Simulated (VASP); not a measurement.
# C (P6_3/mmc) in VASP: further runs

Runs on C. Level: PBE. Tasks: single point.

All numbers are computed with VASP 6.6.1; they aren't measurements. Logs are shortened: lines on timing, memory, paths and dates and some standing lists are left out, and cuts for length are marked.

## 1. The cell of the first run

It takes space group P6_3/mmc (No. 194, hexagonal). Conventional cell: a = 2.466 Å, b = 2.466 Å, c = 8.007 Å, α = 90.00°, β = 90.00°, γ = 120.00°. Within 1.9 Å of C (site symmetry -6m2) lie 3 C at 1.42 Å. Within 1.9 Å of C (site symmetry -6m2) lie 3 C at 1.42 Å.

## 2. Single point, PBE (volume scaled by 0.94, then relaxed in part)

INCAR

```
PREC = Accurate
ENCUT = 520
EDIFF = 1E-6
ISMEAR = 0
SIGMA = 0.1
LREAL = False
LASPH = True
NELM = 100
ALGO = Normal
ISIF = 2
LWAVE = False
LCHARG = False
GGA = PE
NBANDS = 16
```

KPOINTS

```
regular mesh
0
Gamma
  18 18 6
```

POSCAR

```
C
1.0
    2.4658268634      0.0000000000      0.0000000000
   -1.2329134317      2.1354687050      0.0000000000
    0.0000000000      0.0000000000      8.0066700395
C
4
Direct
    0.0000000000      0.0000000000      0.0025000000
    0.0000000000      0.0000000000      0.5025000000
    0.3333333333      0.6666666667      0.0025000000
    0.6666666667      0.3333333333      0.5025000000
```

Potentials or basis: VASP PAW PBE potentials, release 64 (C).

The run is started by

```bash
cat potpaw_PBE.64/C/POTCAR > POTCAR
mpirun -np 1 vasp_std > vasp.out
```

OUTCAR:

```text
PREC = Accurate
   ENCUT = 520
   EDIFF = 1E-6
   ISMEAR = 0
   LREAL = False
   LASPH = True
   NELM = 100
   ISIF = 2
   GGA = PE

 ion  position               nearest neighbor table
   1  0.000  0.000  0.002-   3 1.42   3 1.42   3 1.42
   2  0.000  0.000  0.502-   4 1.42   4 1.42   4 1.42
   3  0.333  0.667  0.002-   1 1.42   1 1.42   1 1.42
   4  0.667  0.333  0.502-   2 1.42   2 1.42   2 1.42

  LATTYP: Found a hexagonal cell.
 ALAT       =     2.4658268634
 C/A-ratio  =     3.2470528075

  Lattice vectors:

 A1 = (   2.4658268634,   0.0000000000,   0.0000000000)
 A2 = (  -1.2329134317,   2.1354687050,   0.0000000000)
 A3 = (   0.0000000000,   0.0000000000,   8.0066700395)

Analysis of symmetry for initial positions (statically):
=====================================================================
 Subroutine PRICEL returns:
 Original cell was already a primitive cell.

 Routine SETGRP: Setting up the symmetry group for a
 hexagonal supercell.

 Subroutine GETGRP returns: Found 24 space group operations
 (whereof  6 operations were pure point group operations)
 out of a pool of 24 trial point group operations.

The static configuration has the point symmetry C_3v.
 The point group associated with its full space group is D_6h.

Analysis of symmetry for dynamics (positions and initial velocities):
=====================================================================
 Subroutine PRICEL returns:
 Original cell was already a primitive cell.

 Routine SETGRP: Setting up the symmetry group for a
 hexagonal supercell.

 Subroutine GETGRP returns: Found 24 space group operations
 (whereof  6 operations were pure point group operations)
 out of a pool of 24 trial point group operations.

The dynamic configuration has the point symmetry C_3v.
 The point group associated with its full space group is D_6h.

 Subroutine INISYM returns: Found 24 space group operations
 (whereof  6 operations are pure point group operations),
 and found     1 'primitive' translations

----------------------------------------------------------------------------------------

                                     Primitive cell

  volume of cell :      42.1607

  direct lattice vectors                    reciprocal lattice vectors
     2.465826863  0.000000000  0.000000000     0.405543477  0.234140636  0.000000000
    -1.232913432  2.135468705  0.000000000     0.000000000  0.468281271  0.000000000
     0.000000000  0.000000000  8.006670039     0.000000000  0.000000000  0.124895867

  length of vectors
     2.465826863  2.465826863  8.006670039     0.468281271  0.468281271  0.124895867

  position of ions in fractional coordinates (direct lattice)
     0.000000000  0.000000000  0.002500000
     0.000000000  0.000000000  0.502500000
     0.333333333  0.666666667  0.002500000
     0.666666667  0.333333333  0.502500000

  ion indices of the primitive-cell ions
   primitive index   ion index
                 1           1
                 2           2
                 3           3
                 4           4

----------------------------------------------------------------------------------------

 KPOINTS: regular mesh

Automatic generation of k-mesh.
 Grid dimensions read from file:
 generate k-points for:   18   18    6

 Generating k-lattice:

  Cartesian coordinates                     Fractional coordinates (reciprocal lattice)
     0.022530193  0.013007813  0.000000000     0.055555556  0.000000000  0.000000000
     0.000000000  0.026015626  0.000000000     0.000000000  0.055555556  0.000000000
     0.000000000  0.000000000  0.020815978     0.000000000  0.000000000  0.166666667

  Length of vectors
     0.026015626  0.026015626  0.020815978

  Shift w.r.t. Gamma in fractional coordinates (k-lattice)
     0.000000000  0.000000000  0.000000000

 Subroutine IBZKPT returns following result:
 ===========================================

 Found    148 irreducible k-points:

 Following reciprocal coordinates:
            Coordinates               Weight
  0.000000  0.000000  0.000000      1.000000
  0.055556  0.000000  0.000000      6.000000
  0.111111  0.000000  0.000000      6.000000
  0.166667 -0.000000  0.000000      6.000000
  0.222222  0.000000  0.000000      6.000000
  0.277778  0.000000  0.000000      6.000000
[... 16 lines left out ...]
  0.333333  0.111111  0.000000     12.000000
  0.388889  0.111111  0.000000     12.000000
 [... further k-points ...]
   k-points           NKPTS =    148   k-points in BZ     NKDIM =    148   number of bands    NBANDS=     16
   number of dos      NEDOS =    301   number of ions     NIONS =      4
   total plane-waves  NPLWV =  19440
   dimension x,y,z NGX =    18 NGY =   18 NGZ =   60
   dimension x,y,z NGXF=    36 NGYF=   36 NGZF=  120
   ions per type =               4
   NGX,Y,Z   is equivalent  to a cutoff of  12.14, 12.14, 12.46 a.u.
   NGXF,Y,Z  is equivalent  to a cutoff of  24.27, 24.27, 24.92 a.u.
 SYSTEM =  unknown system
   PREC   = accura    normal or accurate (medium, high low for compatibility)
   ISTART =      0    job   : 0-new  1-cont  2-samecut
   ICHARG =      2    charge: 1-file 2-atom 10-const
   ISPIN  =      1    spin polarized calculation?
   LNONCOLLINEAR =      F non collinear calculations
   LSORBIT =      F    spin-orbit coupling
   LASPH  =      T    aspherical Exc in radial PAW
   ENCUT  =  520.0 eV  38.22 Ry    6.18 a.u.   4.58  4.58 14.89*2*pi/ulx,y,z
   NELM   =    100;   NELMIN=  2; NELMDL= -5     # of ELM steps
   EDIFF  = 0.1E-05   stopping-criterion for ELM
   LREAL  =      F    real-space projection
   EDIFFG = 0.1E-04   stopping-criterion for IOM
   NSW    =      0    number of steps for IOM
   IBRION =     -1    ionic relax: 0-MD 1-quasi-New 2-CG
   NFREE  =      0    steps in history (QN), initial steepest desc. (CG)
   ISIF   =      2    stress and relaxation
   ISYM   =      2    0-nonsym 1-usesym 2-fastsym
   POTIM  = 0.5000    time-step for ionic-motion
   TEBEG  =    0.0;   TEEND  =   0.0 temperature during run
   PSTRESS=    0.0 pullay stress
   NELECT =      16.0000    total number of electrons
   NUPDOWN=      -1.0000    fix difference up-down
   EMIN   =  10.00;   EMAX   =-10.00  energy-range for DOS
   EFERMI =   0.00;   METHOD = LEGACY
   ISMEAR =     0;   SIGMA  =   0.10  broadening in eV -4-tet -1-fermi 0-gaus
   EFERMI_NEDOS =   21; number of points for ismear=-14 and -15
   IALGO  =     38    algorithm
   IMIX   =      4    mixing-type and parameters
     AMIX     =   0.40;   BMIX     =  1.00
     AMIX_MAG =   1.60;   BMIX_MAG =  1.00
  volume/ion in A,a.u.               =      10.54        71.13
  Fermi-wavevector in a.u.,A,eV,Ry     =   1.185256  2.239810 19.113905  1.404832
  Thomas-Fermi vector in A             =   2.321454
   LORBIT       =      0    0 simple, 1 ext, 2 COOP (PROOUT), +10 PAW based schemes
   GGA     = PE    functional components
   LHFCALC =     F    Hartree Fock is set to
   AEXX    =    0.0000 exact exchange contribution
   IVDW    =     0    specifies the selected vdW correction
   LEPSILON=     F    determine dielectric tensor
   LRPA    =     F    only Hartree local field effects (RPA)
 non-spin polarized calculation
 Gauss-broadening in eV      SIGMA  =   0.10
  energy-cutoff  :      520.00
  volume of cell :       42.16
 maximum number of plane-waves:      1158
   NGX =  9   NGY =  9   NGZ = 29

 number of electron      15.9999996 magnetization

 Free energy of the ion-electron system (eV)
  ---------------------------------------------------
  ext. energy  EPLUGINS =         0.00000000
  ---------------------------------------------------
  free energy    TOTEN  =       -36.90195644 eV

  energy without entropy =      -36.90105852  energy(sigma->0) =      -36.90150748

 E-fermi :   3.2506     XC(G=0):  -9.1258

 val. band max:        3.2498406878   @ k =   0.3333   0.3333   0.1667
 cond. band min:       3.2514773889   @ k =   0.3333   0.3333   0.3333
 fundamental gap:      0.0016367011
 Fermi energy:         3.2505770719

 k-point     1 :       0.0000    0.0000    0.0000
  band No.  band energies     occupation
      1     -16.3004      2.00000
      2     -16.2346      2.00000
      3      -4.7140      2.00000
      4      -3.9891      2.00000
      5       0.2100      2.00000
      6       0.2100      2.00000
[... 8 lines left out ...]
     15      14.6603      0.00000
     16      14.7036      0.00000

 k-point     2 :       0.0556    0.0000    0.0000
  band No.  band energies     occupation
      1     -16.2273      2.00000
      2     -16.1618      2.00000
      3      -4.6257      2.00000
      4      -3.9034      2.00000
      5      -0.0884      2.00000
      6      -0.0847      2.00000
[... 8 lines left out ...]
     15      14.4037      0.00000
     16      14.4524      0.00000

 k-point     3 :       0.1111    0.0000    0.0000
  band No.  band energies     occupation
      1     -16.0083      2.00000
      2     -15.9438      2.00000
      3      -4.3617      2.00000
      4      -3.6474      2.00000
      5      -0.9075      2.00000
      6      -0.9008      2.00000
[... 8 lines left out ...]
     15      13.6707      0.00000
     16      13.7395      0.00000

 k-point     4 :       0.1667   -0.0000    0.0000
  band No.  band energies     occupation
      1     -15.6445      2.00000
      2     -15.5816      2.00000
      3      -3.9249      2.00000
      4      -3.2245      2.00000
      5      -2.0835      2.00000
      6      -2.0728      2.00000
[... 8 lines left out ...]
     15      14.0957      0.00000
     16      14.1051      0.00000
[... 324 lines left out ...]
 k-point    22 :       0.2778    0.1111    0.0000
  band No.  band energies     occupation
      1     -13.4994      2.00000
      2     -13.4467      2.00000
      3      -6.3036      2.00000
      4      -6.2805      2.00000
      5      -3.4000      2.00000
      6      -3.3886      2.00000
[... 8 lines left out ...]
     15      16.9366      0.00000
     16      17.4734      0.00000

 k-point    23 :       0.3333    0.1111    0.0000
  band No.  band energies     occupation
      1     -12.5981      2.00000
      2     -12.5498      2.00000
      3      -7.6792      2.00000
      4      -7.6508      2.00000
      5      -3.7700      2.00000
      6      -3.7576      2.00000
[... 8 lines left out ...]
     15      16.9774      0.00000
     16      17.6081      0.00000

 k-point    24 :       0.3889    0.1111    0.0000
  band No.  band energies     occupation
      1     -11.6044      2.00000
      2     -11.5621      2.00000
      3      -8.9699      2.00000
      4      -8.9382      2.00000
      5      -3.9943      2.00000
      6      -3.9814      2.00000
[... 8 lines left out ...]
     15      15.7727      0.00000
     16      16.8561      0.00000

 [... further k-points ...]
[... 5 lines left out ...]
  --------------------------------------------------------------------------------------
  -------------------------------------------------------------------------------------
  Total        0.2256289      0.2256289      0.0504285      0.0000000     -0.0000000      0.0000000
  in kB        8.5742798      8.5742798      1.9163671      0.0000000     -0.0000000      0.0000000
  external PRESSURE =       6.3549756 kB  Pullay stress =       0.0000000 kB

 VOLUME and BASIS-vectors are now :
 -----------------------------------------------------------------------------
  energy-cutoff  :      520.00
  volume of cell :       42.16
      direct lattice vectors                 reciprocal lattice vectors
     2.465826863  0.000000000  0.000000000     0.405543477  0.234140636  0.000000000
    -1.232913432  2.135468705  0.000000000     0.000000000  0.468281271  0.000000000
     0.000000000  0.000000000  8.006670039     0.000000000  0.000000000  0.124895867

 POSITION                                       TOTAL-FORCE (eV/Angst)
 -----------------------------------------------------------------------------------
      0.00000      0.00000      0.02002        -0.000000      0.000000      0.000000
      0.00000      0.00000      4.02335         0.000000     -0.000000      0.000000
     -0.00000      1.42365      0.02002         0.000000      0.000000     -0.000000
      1.23291      0.71182      4.02335        -0.000000     -0.000000      0.000000
 -----------------------------------------------------------------------------------
    total drift:                               -0.000000     -0.000000     -0.000011

  FREE ENERGIE OF THE ION-ELECTRON SYSTEM (eV)
  ---------------------------------------------------
  free  energy   TOTEN  =       -36.9019564398 eV

  energy  without entropy=      -36.9010585240  energy(sigma->0) =      -36.90150748
```

Wall time 78 s (1 thread of Intel Xeon Platinum 8259CL at 2.50GHz (Skylake/Cascade Lake), shared host); peak memory 0.19 GiB.

Results:

```
Free energy            : -36.9020 eV
Pressure               : 0.6 GPa
Band gap on the k mesh : zero (filled and empty bands overlap)
```

Stress tensor (GPa, compression positive):
```
0.86 0.00 0.00
0.00 0.86 0.00
0.00 0.00 0.19
```

Caveat: the cell differs from its parent crystal (volume scaled by 0.94, then relaxed in part); this functional lacks dispersion, which binds the layers, so the pressure and a relaxed spacing across them are unreliable.

## 3. Single point, PBE (volume scaled by 0.97, then relaxed in part)

INCAR

```
PREC     = Accurate       # precision mode
ENCUT    = 520            # plane-wave cutoff, eV
EDIFF    = 1E-6           # SCF threshold, eV
ISMEAR   = 0              # smearing method
SIGMA    = 0.1            # smearing width, eV
LREAL    = False          # projectors in reciprocal space
LASPH    = True           # aspherical terms in the spheres
NELM     = 60             # most SCF steps
ALGO     = Normal         # electronic algorithm
ISIF     = 2              # what is computed and relaxed
LWAVE    = False          # write WAVECAR
LCHARG   = False          # write CHGCAR
GGA      = PE             # functional
NBANDS   = 16             # bands
```

KPOINTS is that of step 2.

POSCAR

```
C
1.0
    2.4661821481      0.0000000000      0.0000000000
   -1.2330910741      2.1357763906      0.0000000000
    0.0000000000      0.0000000000      8.2598216843
C
4
Direct
    0.0000000000      0.0000000000      0.0025000000
    0.0000000000      0.0000000000      0.5025000000
    0.3333333333      0.6666666667      0.0025000000
    0.6666666667      0.3333333333      0.5025000000
```

Potentials or basis: VASP PAW PBE potentials, release 64 (C).

The run is started by

```bash
cat potpaw_PBE.64/C/POTCAR > POTCAR
mpirun -np 1 vasp_std > vasp.out
```

Run time: 75 s. Hardware: 1 thread of Intel Xeon Platinum 8259CL at 2.50GHz (Skylake/Cascade Lake), shared host; peak memory 0.19 GiB.

The run converged. Its results:

| Property | Result |
| --- | --- |
| Free energy | -36.9037 eV |
| Pressure | 0.5 GPa |
| Band gap on the k mesh | zero (filled and empty bands touch) |

Stress tensor (GPa, compression positive):
```
0.70 0.00 0.00
0.00 0.70 0.00
0.00 0.00 0.06
```

Levels at points of the mesh, in eV from the Fermi level:
| k point | band 6 | band 7 | band 8 | band 9 | band 10 | band 11 |
| --- | --- | --- | --- | --- | --- | --- |
| (0.00, 0.00, 0.00) | -3.04 | -3.04 | -3.04 | 3.18 | 6.79 | 8.30 |
| (0.50, 0.00, 0.00) | -6.41 | -2.45 | -2.27 | 1.57 | 1.82 | 7.33 |
| (0.00, 0.00, 0.50) | -3.04 | -3.04 | -3.04 | 4.57 | 4.57 | 8.31 |
| (0.50, 0.00, 0.50) | -6.42 | -2.36 | -2.36 | 1.67 | 1.67 | 7.37 |

Caveat: the cell differs from its parent crystal (volume scaled by 0.97, then relaxed in part); this functional lacks dispersion, which binds the layers, so the pressure and a relaxed spacing across them are unreliable.

## 4. Single point, PBE

This run uses another cell than the first one, of 11.21 Å³/atom, 1.064 times its volume.

INCAR

```
  PREC = Accurate
  ENCUT = 520
  EDIFF = 1E-6
  ISMEAR = 0
  SIGMA = 0.1
  LREAL = False
  LASPH = True
  NELM = 100
  ALGO = Normal
  ISIF = 2
  LWAVE = False
  LCHARG = False
  GGA = PE
  NBANDS = 16
```

KPOINTS

```
Automatic mesh
0
Gamma
  18 18 6
```

POSCAR

```
C
1.0
    2.4665344250      0.0000000000      0.0000000000
   -1.2332672125      2.1360814714      0.0000000000
    0.0000000000      0.0000000000      8.5128479112
C
4
Direct
    0.0000000000      0.0000000000      0.0025001007
    0.0000000000      0.0000000000      0.5025001007
    0.3333333333      0.6666666667      0.0024998993
    0.6666666667      0.3333333333      0.5024998993
```

The run is started by

```bash
cat potpaw_PBE.64/C/POTCAR > POTCAR
mpirun -np 1 vasp_std > vasp.out
```

It took 94 s on 1 thread of Intel Xeon Platinum 8259CL at 2.50GHz (Skylake/Cascade Lake), shared host; peak memory 0.19 GiB.

The run converged. Its results:

```
Free energy            : -36.9045 eV
Pressure               : 0.4 GPa
Band gap on the k mesh : zero (filled and empty bands touch)
```

Stress tensor (GPa, compression positive):
```
 0.55  0.00  0.00
 0.00  0.55  0.00
 0.00  0.00 -0.02
```

Levels at points of the mesh, in eV from the Fermi level:
```csv
k point,band 4,band 5,band 6,band 7,band 8,band 9,band 10,band 11,band 12,band 13
"(0.00, 0.00, 0.00)",-7.36,-3.04,-3.04,-3.04,-3.04,3.09,6.41,8.30,8.30,8.31
"(0.50, 0.00, 0.00)",-13.23,-6.42,-6.42,-2.43,-2.29,1.58,1.79,7.34,7.39,10.61
"(0.00, 0.00, 0.50)",-7.62,-3.04,-3.04,-3.04,-3.04,4.36,4.36,8.30,8.30,8.30
"(0.50, 0.00, 0.50)",-13.23,-6.42,-6.42,-2.36,-2.36,1.67,1.67,7.36,7.36,11.46
```

Caveat: this functional lacks dispersion, which binds the layers, so the pressure and a relaxed spacing across them are unreliable.

## 5. Single point, PBE

This run uses another cell than the first one, of 11.21 Å³/atom, 1.064 times its volume.

INCAR

```
SYSTEM = C
ALGO = Normal
EDIFF = 1E-6
ENCUT = 520
GGA = PE
ISIF = 2
ISMEAR = 0
LASPH = .True.
LCHARG = .True.
LELF = .True.
LREAL = .False.
LVHAR = .True.
LWAVE = .False.
NBANDS = 16
NELM = 80
PREC = Accurate
SIGMA = 0.1
```

KPOINTS

```
k-points
0
Gamma
  18 18 6
  0 0 0
```

POSCAR

```
C
1.0
    2.4665344250      0.0000000000      0.0000000000
   -1.2332672125      2.1360814714      0.0000000000
    0.0000000000      0.0000000000      8.5128479112
C
4
Direct
    0.0000000000      0.0000000000      0.0025000000
    0.0000000000      0.0000000000      0.5025000000
    0.3333333333      0.6666666667      0.0025000000
    0.6666666667      0.3333333333      0.5025000000
```

The run is started by

```bash
cat potpaw_PBE.64/C/POTCAR > POTCAR
mpirun -np 1 vasp_std > vasp.out
```

Wall time 77 s (1 thread of Intel Xeon Platinum 8259CL at 2.50GHz (Skylake/Cascade Lake), shared host); peak memory 0.2 GiB.

The run converged. Its results:

| Quantity | Value |
| --- | --- |
| Free energy | -36.9045 eV |
| Pressure | 0.4 GPa |
| Band gap on the k mesh | zero (filled and empty bands touch) |

Stress tensor (GPa, compression positive):
```
 0.55  0.00  0.00
 0.00  0.55  0.00
 0.00  0.00 -0.02
```

Levels at points of the mesh, in eV from the Fermi level:
| k point | band 4 | band 5 | band 6 | band 7 | band 8 | band 9 | band 10 | band 11 | band 12 | band 13 |
| --- | --- | --- | --- | --- | --- | --- | --- | --- | --- | --- |
| (0.00, 0.00, 0.00) | -7.36 | -3.04 | -3.04 | -3.04 | -3.04 | 3.09 | 6.41 | 8.30 | 8.30 | 8.31 |
| (0.50, 0.00, 0.00) | -13.23 | -6.42 | -6.42 | -2.43 | -2.29 | 1.58 | 1.79 | 7.34 | 7.39 | 10.61 |
| (0.00, 0.00, 0.50) | -7.62 | -3.04 | -3.04 | -3.04 | -3.04 | 4.36 | 4.36 | 8.30 | 8.30 | 8.30 |
| (0.50, 0.00, 0.50) | -13.23 | -6.42 | -6.42 | -2.36 | -2.36 | 1.67 | 1.67 | 7.36 | 7.36 | 11.46 |

Caveat: this functional lacks dispersion, which binds the layers, so the pressure and a relaxed spacing across them are unreliable.

## 6. Overview

```csv
cell,gap on the mesh (eV),pressure (GPa)
"a = 2.466, b = 2.466, c = 8.007 Å, angles 90.0, 90.0, 120.0°, 4 atoms",none,0.6
"a = 2.466, b = 2.466, c = 8.260 Å, angles 90.0, 90.0, 120.0°, 4 atoms",none,0.5
"a = 2.467, b = 2.467, c = 8.513 Å, angles 90.0, 90.0, 120.0°, 4 atoms",none,0.4
```

Alike in all rows: task single point; level PBE; potentials or basis VASP PAW PBE potentials, release 64 (C); no spin polarisation; k mesh 18 × 18 × 6; cutoff (eV) 520; smearing gaussian 0.1 eV.

Caveats: this functional lacks dispersion, which binds the layers, so the pressure and a relaxed spacing across them are unreliable.

Total energies depend on the potentials used, so only differences within one code and one set of settings carry meaning.
